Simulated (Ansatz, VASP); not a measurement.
# Sr2C: VASP beside Ansatz

Contents of INCAR:

```
ALGO = Normal
EDIFF = 1E-7
ENCUT = 520
GGA = PE
ISIF = 2
ISMEAR = -1
LASPH = T
LCHARG = F
LREAL = F
LWAVE = F
NBANDS = 19
NELM = 80
PREC = Accurate
SIGMA = 0.02
```

KPOINTS

```
k-points
0
Gamma
  6 6 6
```

File POSCAR:

```
Sr2C
1.0
    0.0000000000      3.3360416683      3.3360416683
    3.3360416683      0.0000000000      3.3360416683
    3.3360416683      3.3360416683      0.0000000000
C Sr
1 2
Direct
    0.0000000000      0.0000000000      0.0000000000
    0.2500000000      0.2500000000      0.2500000000
    0.7500000000      0.7500000000      0.7500000000
```

Input for Ansatz:

```yaml
crystal:
  lattice:
    - [0.0, 3.3360416683, 3.3360416683]
    - [3.3360416683, 0.0, 3.3360416683]
    - [3.3360416683, 3.3360416683, 0.0]
  atoms:
    - { symbol: C, position: [0.0, 0.0, 0.0] }
    - { symbol: Sr, position: [0.25, 0.25, 0.25] }
    - { symbol: Sr, position: [0.75, 0.75, 0.75] }
kpoints:
  mp_grid: { grid: [6, 6, 6] }
hamiltonian:
  xc: pbe
scf:
  occupations: { method: fermi_dirac, width: 0.02 }
  n_extra_bands: 4
output:
  forces: true
  stress: true
  eigenvalues: true
```

Alike in both runs: task single point; functional PBE; k mesh 6 × 6 × 6; occupations fermi-dirac, width 0.02 eV; no spin polarisation.

|  | VASP | Ansatz |
| --- | --- | --- |
| version | VASP 6.6.1 | Ansatz 0.2.0 |
| potentials or method | VASP PAW PBE potentials, release 64 (C, Sr_sv) | plane waves, PAW |
| plane-wave cutoff (eV) | 520 | 420 |
| valence electrons in the cell | 24 | 24 |

```tsv
	VASP	Ansatz	Ansatz less VASP
pressure (GPa)	1.4	1.2	-0.23
```

With one functional, cell and mesh, what is left measures potentials, basis and numerics.
